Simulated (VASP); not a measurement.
A run of VASP 6.6.1 is set up as follows.

Contents of POSCAR:

```
Si
1.0
    2.7783634596      0.0000000000      0.0000000000
   -1.3891817298      2.4061333369      0.0000000000
    0.0000000000      0.0000000000      9.2291720112
Si
4
Direct
    0.0000000000      1.0000000000      0.0000000000
    0.0000000000      1.0000000000      0.5000000000
    0.3333333333      0.6666666667      0.2500000000
    0.6666666667      0.3333333333      0.7500000000
```

File INCAR.step1:

```
PREC = Accurate ; ENCUT = 520
ISMEAR = -1 ; SIGMA = 0.1
LREAL = False ; LASPH = True
NELM = 80 ; NBANDS = 16
GGA = PE ; ALGO = Normal
EDIFF = 1E-4 ; LWAVE = True
LCHARG = False
```

File INCAR.step2:

```
PREC = Accurate ; ENCUT = 520
EDIFF = 1E-7 ; ISMEAR = -1
SIGMA = 0.1 ; LREAL = False
LASPH = True ; NELM = 80
ALGO = Normal ; ISIF = 2
LWAVE = False ; LCHARG = True
METAGGA = R2SCAN ; LMIXTAU = True
LELF = True ; LVHAR = True
NBANDS = 16 ; ISTART = 1
```

File KPOINTS:

```
regular mesh
0
Gamma
  15 15 4
```

Potentials or basis: VASP PAW PBE potentials, release 64 (Si).

Run with:

```console
$ cat potpaw_PBE.64/Si/POTCAR > POTCAR
$ cp INCAR.step1 INCAR
$ mpirun -np 1 vasp_std > vasp.out
$ cp INCAR.step2 INCAR
$ mpirun -np 1 vasp_std > vasp.out
```

Q: Predict the pressure.

A: -7.6 GPa.

Q: What does it give for the band gap on the k mesh?

A: Zero (bands 8 and 9 overlap by 12.56 eV).

Stress tensor (GPa, compression positive):
```
-8.41  0.00  0.00
 0.00 -8.41  0.00
 0.00  0.00 -6.02
```

Caveat: the cell stands under tension; the PAW data sets were made with another functional, which shifts forces and pressure a little.
